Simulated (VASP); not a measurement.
# AlB2Sb3 (P4/mmm) in VASP: notebook

AlB2Sb3 is run at these levels: PBE; tasks: single point, relaxation of cell and atoms.

Everything below comes from runs of VASP 6.6.1. Logs are shortened: lines on timing, memory, paths and dates and some standing lists are left out, and cuts for length are marked.

**1. The cell of the first run**

Symmetry: P4/mmm, No. 123, tetragonal system. Conventional cell: a = 5.925 Å, b = 5.925 Å, c = 8.080 Å, α = 90.00°, β = 90.00°, γ = 90.00°. Al (site symmetry 4/mmm) has 2 B at 1.97 Å within 2.6 Å. B (site symmetry 4mm) has 1 Al at 1.97 Å and 1 Sb at 2.07 Å within 2.6 Å. Sb (site symmetry 4/mmm) has 2 B at 2.07 Å within 2.7 Å. Within 3.9 Å of Sb (site symmetry mmm) lie 2 Sb at 2.96 Å and 4 B at 3.61 Å.

The cell was generated, and may not be a known phase.

**2. Single point, PBE**

The input, INCAR:

```
ALGO     = Normal         # electronic algorithm
EDIFF    = 1E-6           # SCF threshold, eV
ENCUT    = 520            # plane-wave cutoff, eV
GGA      = PE             # functional
ISIF     = 2              # what is computed and relaxed
ISMEAR   = 0              # smearing method
LASPH    = True           # aspherical terms in the spheres
LCHARG   = True           # write CHGCAR
LELF     = True           # ELF
LREAL    = False          # projectors in reciprocal space
LVHAR    = True         
LWAVE    = False          # write WAVECAR
NBANDS   = 21             # bands
NELM     = 60             # most SCF steps
PREC     = Accurate       # precision mode
SIGMA    = 0.1            # smearing width, eV
```

The input, KPOINTS:

```
k-points
0
Gamma
  4 4 4
```

The input, POSCAR:

```
AlB2Sb3
1.0
    5.9249166079      0.0000000000      0.0000000000
    0.0000000000      5.9249166079      0.0000000000
    0.0000000000      0.0000000000      8.0796280203
Al B Sb
1 2 3
Direct
    0.5000000000      0.5000000000      0.0000000000
    0.5000000000      0.5000000000      0.7559223030
    0.5000000000      0.5000000000      0.2440776970
    0.5000000000      0.5000000000      0.5000000000
    0.5000000000      0.0000000000      0.5000000000
    0.0000000000      0.5000000000      0.5000000000
```

Potentials or basis: VASP PAW PBE potentials, release 64 (Al, B, Sb).

Command:

```bash
$ cat potpaw_PBE.64/Al/POTCAR potpaw_PBE.64/B/POTCAR potpaw_PBE.64/Sb/POTCAR > POTCAR
$ mpirun -np 1 vasp_std > vasp.out
```

OUTCAR:

```text
EDIFF = 1E-6
   ENCUT = 520
   GGA = PE
   ISIF = 2
   ISMEAR = 0
   LASPH = True
   LREAL = False
   NELM = 60
   PREC = Accurate

 ion  position               nearest neighbor table
   1  0.500  0.500  0.000-   2 1.97   3 1.97
   2  0.500  0.500  0.756-   1 1.97   4 2.07
   3  0.500  0.500  0.244-   1 1.97   4 2.07
   4  0.500  0.500  0.500-   2 2.07   3 2.07   5 2.96   6 2.96   5 2.96   6 2.96
   5  0.500  0.000  0.500-   4 2.96   4 2.96
   6  0.000  0.500  0.500-   4 2.96   4 2.96

  LATTYP: Found a simple tetragonal cell.
 ALAT       =     5.9249166079
 C/A-ratio  =     1.3636694919

  Lattice vectors:

 A1 = (   5.9249166079,   0.0000000000,   0.0000000000)
 A2 = (   0.0000000000,   5.9249166079,   0.0000000000)
 A3 = (   0.0000000000,   0.0000000000,   8.0796280203)

Analysis of symmetry for initial positions (statically):
=====================================================================
 Subroutine PRICEL returns:
 Original cell was already a primitive cell.

 Routine SETGRP: Setting up the symmetry group for a
 simple tetragonal supercell.

 Subroutine GETGRP returns: Found 16 space group operations
 (whereof 16 operations were pure point group operations)
 out of a pool of 16 trial point group operations.

The static configuration has the point symmetry D_4h.

Analysis of symmetry for dynamics (positions and initial velocities):
=====================================================================
 Subroutine PRICEL returns:
 Original cell was already a primitive cell.

 Routine SETGRP: Setting up the symmetry group for a
 simple tetragonal supercell.

 Subroutine GETGRP returns: Found 16 space group operations
 (whereof 16 operations were pure point group operations)
 out of a pool of 16 trial point group operations.

The dynamic configuration has the point symmetry D_4h.

 Subroutine INISYM returns: Found 16 space group operations
 (whereof 16 operations are pure point group operations),
 and found     1 'primitive' translations

----------------------------------------------------------------------------------------

                                     Primitive cell

  volume of cell :     283.6324

  direct lattice vectors                    reciprocal lattice vectors
     5.924916608  0.000000000  0.000000000     0.168778747  0.000000000  0.000000000
     0.000000000  5.924916608  0.000000000     0.000000000  0.168778747  0.000000000
     0.000000000  0.000000000  8.079628020     0.000000000  0.000000000  0.123768074

  length of vectors
     5.924916608  5.924916608  8.079628020     0.168778747  0.168778747  0.123768074

  position of ions in fractional coordinates (direct lattice)
     0.500000000  0.500000000  0.000000000
     0.500000000  0.500000000  0.755922303
     0.500000000  0.500000000  0.244077697
     0.500000000  0.500000000  0.500000000
     0.500000000  0.000000000  0.500000000
     0.000000000  0.500000000  0.500000000

  ion indices of the primitive-cell ions
   primitive index   ion index
                 1           1
                 2           2
                 3           3
                 4           4
                 5           5
                 6           6

----------------------------------------------------------------------------------------

 KPOINTS: k-points

Automatic generation of k-mesh.
 Grid dimensions read from file:
 generate k-points for:    4    4    4

 Generating k-lattice:

  Cartesian coordinates                     Fractional coordinates (reciprocal lattice)
     0.042194687  0.000000000  0.000000000     0.250000000  0.000000000  0.000000000
     0.000000000  0.042194687  0.000000000     0.000000000  0.250000000  0.000000000
     0.000000000  0.000000000  0.030942019     0.000000000  0.000000000  0.250000000

  Length of vectors
     0.042194687  0.042194687  0.030942019

  Shift w.r.t. Gamma in fractional coordinates (k-lattice)
     0.000000000  0.000000000  0.000000000

 Subroutine IBZKPT returns following result:
 ===========================================

 Found     18 irreducible k-points:

 Following reciprocal coordinates:
            Coordinates               Weight
  0.000000  0.000000  0.000000      1.000000
  0.250000  0.000000  0.000000      4.000000
  0.500000  0.000000  0.000000      2.000000
  0.250000  0.250000  0.000000      4.000000
  0.500000  0.250000  0.000000      4.000000
  0.500000  0.500000  0.000000      1.000000
[... 10 lines left out ...]
  0.500000  0.250000  0.500000      4.000000
  0.500000  0.500000  0.500000      1.000000
   k-points           NKPTS =     18   k-points in BZ     NKDIM =     18   number of bands    NBANDS=     21
   number of dos      NEDOS =    301   number of ions     NIONS =      6
   total plane-waves  NPLWV = 138240
   dimension x,y,z NGX =    48 NGY =   48 NGZ =   60
   dimension x,y,z NGXF=    96 NGYF=   96 NGZF=  120
   ions per type =               1   2   3
   NGX,Y,Z   is equivalent  to a cutoff of  13.47, 13.47, 12.35 a.u.
   NGXF,Y,Z  is equivalent  to a cutoff of  26.94, 26.94, 24.69 a.u.
 SYSTEM =  unknown system
   PREC   = accura    normal or accurate (medium, high low for compatibility)
   ISTART =      0    job   : 0-new  1-cont  2-samecut
   ICHARG =      2    charge: 1-file 2-atom 10-const
   ISPIN  =      1    spin polarized calculation?
   LNONCOLLINEAR =      F non collinear calculations
   LSORBIT =      F    spin-orbit coupling
   LASPH  =      T    aspherical Exc in radial PAW
   ENCUT  =  520.0 eV  38.22 Ry    6.18 a.u.  11.02 11.02 15.02*2*pi/ulx,y,z
   NELM   =     60;   NELMIN=  2; NELMDL= -5     # of ELM steps
   EDIFF  = 0.1E-05   stopping-criterion for ELM
   LREAL  =      F    real-space projection
   EDIFFG = 0.1E-04   stopping-criterion for IOM
   NSW    =      0    number of steps for IOM
   IBRION =     -1    ionic relax: 0-MD 1-quasi-New 2-CG
   NFREE  =      0    steps in history (QN), initial steepest desc. (CG)
   ISIF   =      2    stress and relaxation
   ISYM   =      2    0-nonsym 1-usesym 2-fastsym
   POTIM  = 0.5000    time-step for ionic-motion
   TEBEG  =    0.0;   TEEND  =   0.0 temperature during run
   PSTRESS=    0.0 pullay stress
   NELECT =      24.0000    total number of electrons
   NUPDOWN=      -1.0000    fix difference up-down
   EMIN   =  10.00;   EMAX   =-10.00  energy-range for DOS
   EFERMI =   0.00;   METHOD = LEGACY
   ISMEAR =     0;   SIGMA  =   0.10  broadening in eV -4-tet -1-fermi 0-gaus
   EFERMI_NEDOS =   21; number of points for ismear=-14 and -15
   IALGO  =     38    algorithm
   IMIX   =      4    mixing-type and parameters
     AMIX     =   0.40;   BMIX     =  1.00
     AMIX_MAG =   1.60;   BMIX_MAG =  1.00
  volume/ion in A,a.u.               =      47.27       319.01
  Fermi-wavevector in a.u.,A,eV,Ry     =   0.718720  1.358185  7.028212  0.516559
  Thomas-Fermi vector in A             =   1.807731
   LORBIT       =      0    0 simple, 1 ext, 2 COOP (PROOUT), +10 PAW based schemes
   GGA     = PE    functional components
   LHFCALC =     F    Hartree Fock is set to
   AEXX    =    0.0000 exact exchange contribution
   IVDW    =     0    specifies the selected vdW correction
   LEPSILON=     F    determine dielectric tensor
   LRPA    =     F    only Hartree local field effects (RPA)
 non-spin polarized calculation
 Gauss-broadening in eV      SIGMA  =   0.10
  energy-cutoff  :      520.00
  volume of cell :      283.63
 maximum number of plane-waves:      7668
 NGX is ok and might be reduce to    48
   NGX = 23   NGY = 23   NGZ = 31

 number of electron      24.0000000 magnetization

 Free energy of the ion-electron system (eV)
  ---------------------------------------------------
  ext. energy  EPLUGINS =         0.00000000
  ---------------------------------------------------
  free energy    TOTEN  =       -18.57439891 eV

  energy without entropy =      -18.52630380  energy(sigma->0) =      -18.55035136

 E-fermi :   0.4302     XC(G=0):  -6.0798

 val. band max:        0.4028966364   @ k =   0.5000   0.2500   0.0000
 cond. band min:       0.4558897593   @ k =   0.5000   0.5000   0.0000
 fundamental gap:      0.0529931229
 Fermi energy:         0.4301585584

 k-point     1 :       0.0000    0.0000    0.0000
  band No.  band energies     occupation
      1     -11.4057      2.00000
      2      -7.6250      2.00000
      3      -7.0296      2.00000
      4      -7.0173      2.00000
      5      -6.0369      2.00000
      6      -4.1261      2.00000
[... 13 lines left out ...]
     20       4.9303      0.00000
     21       4.9375      0.00000

 k-point     2 :       0.2500    0.0000    0.0000
  band No.  band energies     occupation
      1     -11.2951      2.00000
      2      -8.0365      2.00000
      3      -7.2274      2.00000
      4      -6.9956      2.00000
      5      -6.1347      2.00000
      6      -4.0613      2.00000
[... 13 lines left out ...]
     20       4.9574      0.00000
     21       5.7434      0.00000

 k-point     3 :       0.5000    0.0000    0.0000
  band No.  band energies     occupation
      1     -11.1634      2.00000
      2      -8.4894      2.00000
      3      -7.2682      2.00000
      4      -6.9734      2.00000
      5      -6.1529      2.00000
      6      -3.9916      2.00000
[... 13 lines left out ...]
     20       4.9893      0.00000
     21       5.2972      0.00000
[... 313 lines left out ...]
 k-point    17 :       0.5000    0.2500    0.5000
  band No.  band energies     occupation
      1     -11.0246      2.00000
      2      -8.4726      2.00000
      3      -7.9115      2.00000
      4      -7.4429      2.00000
      5      -4.5827      2.00000
      6      -4.4688      2.00000
[... 13 lines left out ...]
     20       4.1585      0.00000
     21       4.3474      0.00000

 k-point    18 :       0.5000    0.5000    0.5000
  band No.  band energies     occupation
      1     -10.8651      2.00000
      2      -8.4565      2.00000
      3      -8.4565      2.00000
      4      -7.4248      2.00000
      5      -4.5640      2.00000
      6      -4.4708      2.00000
[... 13 lines left out ...]
     20       4.1763      0.00000
     21       4.3175      0.00000

------------------------ aborting loop because EDIFF is reached ----------------------------------------

  FORCE on cell =-STRESS in cart. coord.  units (eV):
  Direction    XX          YY          ZZ          XY          YZ          ZX
  --------------------------------------------------------------------------------------
  -------------------------------------------------------------------------------------
  Total        0.3956737      0.3956737      0.3690207      0.0000000      0.0000000      0.0000000
  in kB        2.2350738      2.2350738      2.0845170      0.0000000      0.0000000      0.0000000
  external PRESSURE =       2.1848882 kB  Pullay stress =       0.0000000 kB

 VOLUME and BASIS-vectors are now :
 -----------------------------------------------------------------------------
  energy-cutoff  :      520.00
  volume of cell :      283.63
      direct lattice vectors                 reciprocal lattice vectors
     5.924916608  0.000000000  0.000000000     0.168778747  0.000000000  0.000000000
     0.000000000  5.924916608  0.000000000     0.000000000  0.168778747  0.000000000
     0.000000000  0.000000000  8.079628020     0.000000000  0.000000000  0.123768074

 POSITION                                       TOTAL-FORCE (eV/Angst)
 -----------------------------------------------------------------------------------
      2.96246      2.96246      0.00000         0.000000      0.000000      0.000000
      2.96246      2.96246      6.10757         0.000000     -0.000000      0.133064
      2.96246      2.96246      1.97206        -0.000000     -0.000000     -0.133064
      2.96246      2.96246      4.03981         0.000000      0.000000      0.000000
      2.96246      0.00000      4.03981         0.000000      0.000000      0.000000
      0.00000      2.96246      4.03981         0.000000      0.000000      0.000000
 -----------------------------------------------------------------------------------
    total drift:                                0.000000     -0.000000     -0.000000

  FREE ENERGIE OF THE ION-ELECTRON SYSTEM (eV)
  ---------------------------------------------------
  free  energy   TOTEN  =       -18.5743989069 eV

  energy  without entropy=      -18.5263038043  energy(sigma->0) =      -18.55035136
```

Wall time 4.3 min (1 thread of AMD EPYC 7R13, shared host); peak memory 0.39 GiB.

Results:

- Free energy: -18.5744 eV
- Pressure: 0.2 GPa
- Largest force: 0.133 eV/Å
- Band gap on the k mesh: zero (bands 12 and 13 overlap by 0.62 eV)

Forces on the atoms (eV/Å):
```
Al   0.000  0.000  0.000
B    0.000  0.000  0.133
B    0.000  0.000 -0.133
Sb   0.000  0.000  0.000
Sb   0.000  0.000  0.000
Sb   0.000  0.000  0.000
```

Caveat: semilocal functionals underestimate gaps, and a narrow one can read as zero; spin-orbit coupling is left out, which moves the levels of the heavy elements.

**3. Relaxation of cell and atoms, PBE**

This run uses another cell than the first one, of 22.61 Å³/atom.

The input, INCAR:

```
PREC     = Accurate       # precision mode
ENCUT    = 600            # plane-wave cutoff, eV
EDIFF    = 1E-7           # SCF threshold, eV
ISMEAR   = 0              # smearing method
SIGMA    = 0.1            # smearing width, eV
LREAL    = F              # projectors in reciprocal space
LASPH    = T              # aspherical terms in the spheres
NELM     = 60             # most SCF steps
ALGO     = Normal         # electronic algorithm
ISIF     = 3              # what is computed and relaxed
LWAVE    = F              # write WAVECAR
LCHARG   = F              # write CHGCAR
GGA      = PE             # functional
IBRION   = 2              # ionic algorithm
NSW      = 90             # ionic steps
EDIFFG   = -0.04          # ionic threshold
```

The input, KPOINTS:

```
regular mesh
0
Gamma
  4 4 4
```

The input, POSCAR:

```
AlB2Sb3
1.0
    4.2967318900      0.0000000000      0.0000000000
    0.0000000000      4.2967318900      0.0000000000
    0.0000000000      0.0000000000      7.3484389300
Al B Sb
1 2 3
Direct
    0.5000000000      0.5000000000      0.0000000000
    0.5000000000      0.5000000000      0.8040709900
    0.5000000000      0.5000000000      0.1959290100
    0.5000000000      0.5000000000      0.5000000000
    0.5000000000      0.0000000000      0.5000000000
    0.0000000000      0.5000000000      0.5000000000
```

Potentials or basis: VASP PAW PBE potentials, release 64 (Al, B, Sb).

Command:

```bash
$ cat potpaw_PBE.64/Al/POTCAR potpaw_PBE.64/B/POTCAR potpaw_PBE.64/Sb/POTCAR > POTCAR
$ mpirun -np 1 vasp_std > vasp.out
```

Wall time 34 min (1 thread of AMD EPYC 7R13, shared host); peak memory 0.28 GiB.

The run converged. Its results:

| Quantity | Value |
| --- | --- |
| Free energy | -18.5617 eV |
| Relaxed volume | 47.67 Å³/atom |
| Relaxed cell | a = 5.944 Å, b = 5.944 Å, c = 8.097 Å, α = 90.00°, β = 90.00°, γ = 90.00° |
| Space group after relaxing (to 0.1 Å) | P4/mmm (No. 123) |
| Energy gained by relaxing | 4460.3 meV/atom |
| Ionic steps | 20 |
| Pressure after relaxing | 0.0 GPa |
| Largest force after relaxing | 0.021 eV/Å |
| Band gap on the k mesh | zero (bands 12 and 13 overlap by 0.60 eV) |

Forces on the atoms (eV/Å):
```
Al   0.000  0.000  0.000
B    0.000  0.000  0.021
B    0.000  0.000 -0.021
Sb   0.000  0.000  0.000
Sb   0.000  0.000  0.000
Sb   0.000  0.000  0.000
```

Stress tensor (GPa, compression positive):
```
 0.01  0.00  0.00
 0.00  0.01  0.00
 0.00  0.00 -0.10
```

Step by step:
| step | energy change (eV) | largest force (eV/Å) | pressure (GPa) | volume (Å³) |
| --- | --- | --- | --- | --- |
| 1 | 0.0000 | 23.8108 | 89.99 | 135.67 |
| 2 | -14.7475 | 18.2088 | 3.52 | 568.00 |
| 3 | -17.5112 | 14.4574 | 2.96 | 501.65 |
| 4 | -19.2704 | 12.1504 | 2.70 | 454.29 |
| 5 | -22.9792 | 7.1758 | 7.54 | 254.33 |
| 6 | -22.7120 | 8.2289 | 5.30 | 296.27 |
| 7 | -22.8472 | 7.9120 | 5.91 | 284.26 |
| 8 | -24.2255 | 0.6478 | -2.22 | 379.07 |
| 9 | -24.8140 | 0.7470 | -0.42 | 334.65 |
| 10 | -24.8146 | 0.8143 | -0.37 | 333.59 |
| 11 | -24.8144 | 0.8822 | -0.32 | 332.56 |
| 12 | -25.0460 | 1.2493 | -0.80 | 328.98 |
| 13 | -25.5705 | 1.7882 | -0.92 | 320.39 |
| 14 | -26.6607 | 0.9211 | -0.24 | 299.84 |
| 15 | -26.4166 | 2.9648 | 0.76 | 291.32 |
| 16 | -26.6829 | 0.1093 | -0.09 | 297.82 |
| 17 | -26.7351 | 0.1239 | -0.83 | 296.13 |
| 18 | -26.7384 | 0.0880 | -0.71 | 296.51 |
| 19 | -26.7614 | 0.0099 | -0.10 | 287.04 |
| 20 | -26.7617 | 0.0212 | -0.03 | 286.03 |

Final structure:
```cif
data_structure
_symmetry_space_group_name_H-M 'P 1'
_symmetry_Int_Tables_number 1
_cell_length_a 5.9437
_cell_length_b 5.9437
_cell_length_c 8.0965
_cell_angle_alpha 90.000
_cell_angle_beta 90.000
_cell_angle_gamma 90.000
_cell_volume 286.03
loop_
_atom_site_label
_atom_site_type_symbol
_atom_site_fract_x
_atom_site_fract_y
_atom_site_fract_z
_atom_site_occupancy
Al1 Al 0.50000 0.50000 0.00000 1
B1 B 0.50000 0.50000 0.75632 1
B2 B 0.50000 0.50000 0.24368 1
Sb1 Sb 0.50000 0.50000 0.50000 1
Sb2 Sb 0.50000 0.00000 0.50000 1
Sb3 Sb 0.00000 0.50000 0.50000 1
```

Levels at points of the mesh, in eV from the Fermi level:
| k point | band 10 | band 11 | band 12 | band 13 | band 14 | band 15 |
| --- | --- | --- | --- | --- | --- | --- |
| (0.00, 0.00, 0.00) | 0.03 | 0.03 | 0.12 | 0.14 | 0.14 | 0.36 |
| (0.50, 0.00, 0.00) | -0.44 | -0.42 | -0.23 | -0.03 | 0.17 | 0.83 |
| (0.50, 0.50, 0.00) | -1.24 | -1.24 | -0.59 | 0.02 | 0.71 | 0.71 |
| (0.00, 0.00, 0.50) | -0.64 | -0.32 | 0.09 | 0.27 | 0.27 | 1.35 |
| (0.50, 0.00, 0.50) | -0.61 | -0.44 | -0.08 | -0.07 | 0.05 | 0.83 |
| (0.50, 0.50, 0.50) | -0.93 | -0.93 | -0.09 | 0.02 | 0.87 | 0.87 |

Caveat: the k points lie up to 0.26 Å⁻¹ apart in the final cell, too coarse for converged energies and pressures of a metal; the volume moved by over 15 % at a fixed basis, so the end points are rough; semilocal functionals underestimate gaps, and a narrow one can read as zero; spin-orbit coupling is left out, which moves the levels of the heavy elements.

The gap in the log of VASP goes by the Fermi energy; the results here count the filled bands.